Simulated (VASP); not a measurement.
# Li6Be2Nb (Fm-3m) in VASP: a series of runs, part 2 of 2

VASP 6.6.1. The steps go on from the part before.

### Step 3. Relaxation of cell and atoms, PBE

This run uses another cell than the first one, of 16.35 Å³/atom, 0.994 times its volume.

The input, INCAR:

```
SYSTEM = Li6Be2Nb
PREC = Accurate
ENCUT = 600
EDIFF = 1E-6
ISMEAR = 0
SIGMA = 0.1
LREAL = .False.
LASPH = .True.
NELM = 100
ALGO = Normal
ISIF = 3
LWAVE = .False.
LCHARG = .False.
GGA = PE
IBRION = 2
NSW = 100
EDIFFG = -0.01
```

The input, KPOINTS:

```
regular mesh
0
Gamma
  8 8 8
  0 0 0
```

The input, POSCAR:

```
Li6Be2Nb
1.0
    0.0000000000      4.1903851136      4.1903851136
    4.1903851136      0.0000000000      4.1903851136
    4.1903851136      4.1903851136      0.0000000000
Li Be Nb
6 2 1
Direct
    0.7097200113      0.2902799887      0.2902799887
    0.2902799887      0.7097200113      0.2902799887
    0.2902799887      0.7097200113      0.7097200113
    0.7097200113      0.2902799887      0.7097200113
    0.2902799887      0.2902799887      0.7097200113
    0.7097200113      0.7097200113      0.2902799887
    0.2500000000      0.2500000000      0.2500000000
    0.7500000000      0.7500000000      0.7500000000
    0.0000000000      0.0000000000      0.0000000000
```

Potentials or basis: VASP PAW PBE potentials, release 64 (Li_sv, Be, Nb_sv).

Launch:

```
> cat potpaw_PBE.64/Li_sv/POTCAR potpaw_PBE.64/Be/POTCAR potpaw_PBE.64/Nb_sv/POTCAR > POTCAR
> mpirun -np 1 vasp_std > vasp.out
```

OUTCAR:

```text
SYSTEM = Li6Be2Nb
   PREC = Accurate
   ENCUT = 600
   EDIFF = 1E-6
   ISMEAR = 0
   LREAL = .False.
   LASPH = .True.
   NELM = 100
   ISIF = 3
   GGA = PE
   IBRION = 2
   NSW = 100
   EDIFFG = -0.01

 ion  position               nearest neighbor table
   1  0.710  0.290  0.290-   9 2.43   4 2.49   5 2.49   6 2.49   2 2.49
   2  0.290  0.710  0.290-   9 2.43   3 2.49   5 2.49   6 2.49   1 2.49
   3  0.290  0.710  0.710-   9 2.43   4 2.49   5 2.49   6 2.49   2 2.49
   4  0.710  0.290  0.710-   9 2.43   3 2.49   5 2.49   6 2.49   1 2.49
   5  0.290  0.290  0.710-   9 2.43   2 2.49   3 2.49   4 2.49   1 2.49
   6  0.710  0.710  0.290-   9 2.43   2 2.49   3 2.49   4 2.49   1 2.49
   7  0.250  0.250  0.250-
   8  0.750  0.750  0.750-
   9  0.000  0.000  0.000-   1 2.43   2 2.43   3 2.43   4 2.43   5 2.43   6 2.43

  LATTYP: Found a face centered cubic cell.
 ALAT       =     8.3807702272

  Lattice vectors:

[... 281 lines left out ...]
 Free energy of the ion-electron system (eV)
  ---------------------------------------------------
  ext. energy  EPLUGINS =         0.00000000
  ---------------------------------------------------
  free energy    TOTEN  =       -20.17061071 eV

  energy without entropy =      -20.10400003  energy(sigma->0) =      -20.13730537

 E-fermi :   2.3597     XC(G=0):  -8.4359

 val. band max:        2.3488677178   @ k =   0.3750   0.2500   0.1250
 cond. band min:       2.3626115695   @ k =   0.3750   0.3750   0.0000
 fundamental gap:      0.0137438516
 Fermi energy:         2.3596583193

 k-point     1 :       0.0000    0.0000    0.0000
  band No.  band energies     occupation
      1     -52.3254      2.00000
      2     -43.4605      2.00000
      3     -43.4070      2.00000
      4     -43.4070      2.00000
      5     -43.4070      2.00000
      6     -43.3793      2.00000
[... 589 lines left out ...]
     21       4.0668      0.00000
     22       4.3720      0.00000

 [... further k-points ...]
[... 5 lines left out ...]
  --------------------------------------------------------------------------------------
  -------------------------------------------------------------------------------------
  Total        0.0076478      0.0076478      0.0076478      0.0000000      0.0000000     -0.0000000
  in kB        0.0829473      0.0829473      0.0829473      0.0000000      0.0000000     -0.0000000
  external PRESSURE =       0.0829473 kB  Pullay stress =       0.0000000 kB
[... 24 lines left out ...]
  FREE ENERGIE OF THE ION-ELECTRON SYSTEM (eV)
  ---------------------------------------------------
  free  energy   TOTEN  =       -20.1706107083 eV

  energy  without entropy=      -20.1040000273  energy(sigma->0) =      -20.13730537

 reached required accuracy - stopping structural energy minimisation
```

Wall time 6.7 min (1 thread of Intel Xeon Platinum 8488C (Sapphire Rapids), shared host); peak memory 0.4 GiB.

What came out:

```yaml
Free_energy: -20.1706 eV
Relaxed_volume: 16.41 Å³/atom
Relaxed_cell: a = 5.934 Å, b = 5.934 Å, c = 5.934 Å, α = 60.00°, β = 60.00°, γ = 60.00°
Space_group_after_relaxing_to_0.05_Å: Fm-3m (No. 225)
Energy_gained_by_relaxing: 0.1 meV/atom
Ionic_steps: 3
Pressure_after_relaxing: 0.0 GPa
```

Step by step:
| step | energy change (eV) | largest force (eV/Å) | pressure (GPa) | volume (Å³) |
| --- | --- | --- | --- | --- |
| 1 | 0.0000 | 0.0374 | 0.12 | 147.16 |
| 2 | -0.0005 | 0.0200 | 0.07 | 147.42 |
| 3 | -0.0007 | 0.0012 | 0.01 | 147.72 |

Final structure:
```
CELL_PARAMETERS angstrom
0.00000 4.19571 4.19571
4.19571 0.00000 4.19571
4.19571 4.19571 0.00000
ATOMIC_POSITIONS crystal
Li 0.70925 0.29075 0.29075
Li 0.29075 0.70925 0.29075
Li 0.29075 0.70925 0.70925
Li 0.70925 0.29075 0.70925
Li 0.29075 0.29075 0.70925
Li 0.70925 0.70925 0.29075
Be 0.25000 0.25000 0.25000
Be 0.75000 0.75000 0.75000
Nb 0.00000 0.00000 0.00000
```

Levels at points of the mesh, in eV from the Fermi level:
```
           k point  band 16  band 17  band 18  band 19  band 20  band 21
(0.00, 0.00, 0.00)    -0.29    -0.14    -0.14     0.95     0.95     0.95
(0.50, 0.00, 0.00)    -0.46    -0.11    -0.11     0.03     0.03     1.68
(0.50, 0.50, 0.00)    -0.73    -0.10    -0.04    -0.04     0.03     1.61
```

Caveat: the cutoff is under 1.25 times the usual one of these potentials, so pressure, stress and relaxed cells hold a basis-set (Pulay) error.

### Step 4. Single point, PBE

This run uses another cell than the first one, of 16.35 Å³/atom, 0.994 times its volume.

The input, INCAR:

```
  ALGO = Normal
  EDIFF = 1E-6
  ENCUT = 520
  GGA = PE
  ISIF = 2
  ISMEAR = 0
  LASPH = True
  LCHARG = False
  LREAL = False
  LWAVE = False
  NBANDS = 28
  NELM = 100
  PREC = Accurate
  SIGMA = 0.1
```

The input, KPOINTS:

```
k-points
0
Gamma
  4 4 4
```

POSCAR is that of step 3.

Launch:

```
> cat potpaw_PBE.64/Li_sv/POTCAR potpaw_PBE.64/Be/POTCAR potpaw_PBE.64/Nb_sv/POTCAR > POTCAR
> mpirun -np 1 vasp_std > vasp.out
```

Run time: 76 s. Hardware: 1 thread of Intel Xeon Platinum 8488C (Sapphire Rapids), shared host; peak memory 0.32 GiB.

Results (log left out):

```
Free energy   : -20.1197 eV
Largest force : 0.003 eV/Å
```

Forces in eV/Å, atoms in the order of the input:
```
Li  -0.003  0.000  0.000
Li   0.000 -0.003  0.000
Li   0.003  0.000  0.000
Li   0.000  0.003  0.000
Li   0.000  0.000 -0.003
Li   0.000  0.000  0.003
Be   0.000  0.000  0.000
Be   0.000  0.000  0.000
Nb   0.000  0.000  0.000
```

Levels at points of the mesh, in eV from the Fermi level:
```
           k point  band 15  band 16  band 17  band 18  band 19  band 20  band 21  band 22
(0.00, 0.00, 0.00)    -0.65    -0.28    -0.12    -0.12     0.98     0.98     0.98     2.40
(0.50, 0.00, 0.00)    -0.78    -0.44    -0.08    -0.08     0.05     0.05     1.70     1.90
(0.50, 0.50, 0.00)    -1.09    -0.72    -0.08    -0.02    -0.02     0.05     1.64     2.93
```

Caveat: the cutoff is under 1.25 times the usual one of these potentials, so pressure, stress and relaxed cells hold a basis-set (Pulay) error.

### Step 5. Overview

```tsv
task	cell	k mesh	cutoff (eV)	gap on the mesh (eV)
single point	a = 5.939 Å, angles 60.0°, 9 atoms	8 × 8 × 8	520	none
relaxation of cell and atoms	relaxed from a = 5.926 Å, angles 60.0°, 9 atoms	8 × 8 × 8	600	none
single point	a = 5.926 Å, angles 60.0°, 9 atoms	4 × 4 × 4	520	none
```

Alike in all rows: level PBE; potentials or basis VASP PAW PBE potentials, release 64 (Li_sv, Be, Nb_sv); no spin polarisation; smearing gaussian 0.1 eV.

Caveats: the cutoff is under 1.25 times the usual one of these potentials, so pressure, stress and relaxed cells hold a basis-set (Pulay) error.

Total energies depend on the potentials used, so only differences within one code and one set of settings carry meaning.
